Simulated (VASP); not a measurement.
A run of VASP 6.6.1 is set up as follows.

Contents of INCAR:

```
ALGO = Normal ; EDIFF = 1E-6
ENCUT = 600 ; GGA = PE
GGA_COMPAT = False ; ISIF = 2
ISMEAR = 0 ; LASPH = True
LCHARG = True ; LELF = True
LREAL = False ; LVHAR = True
LWAVE = False ; NBANDS = 16
NELM = 120 ; PREC = Accurate
SIGMA = 0.2
```

Contents of KPOINTS:

```
k-points
0
Gamma
  7 7 4
```

The input POSCAR:

```
GeN
1.0
    2.0351330625     -2.0347148809      0.0000000000
    2.0351330625      2.0347148809      0.0000000000
    0.0000000000      0.0000000000      3.3607299918
Ge N
1 1
Direct
    0.0000000000      0.0000000000     -0.2276878716
    0.5000000000      0.5000000000      0.7717665516
```

Potentials or basis: VASP PAW PBE potentials, release 64 (Ge_d, N).

Run with:

```console
$ cat potpaw_PBE.64/Ge_d/POTCAR potpaw_PBE.64/N/POTCAR > POTCAR
$ mpirun -np 1 vasp_std > vasp.out
```

Q: What does it give for the pressure?

A: -0.1 GPa.

Q: What does it give for the band gap on the k mesh?

A: Zero (an odd number of electrons rules out a gap without spin polarisation).

Stress tensor (GPa, compression positive):
```
 0.26  0.00  0.00
 0.00  0.28  0.00
 0.00  0.00 -0.84
```

Caveat: the k points lie up to 0.47 Å⁻¹ apart, too coarse for converged energies and pressures of a metal.
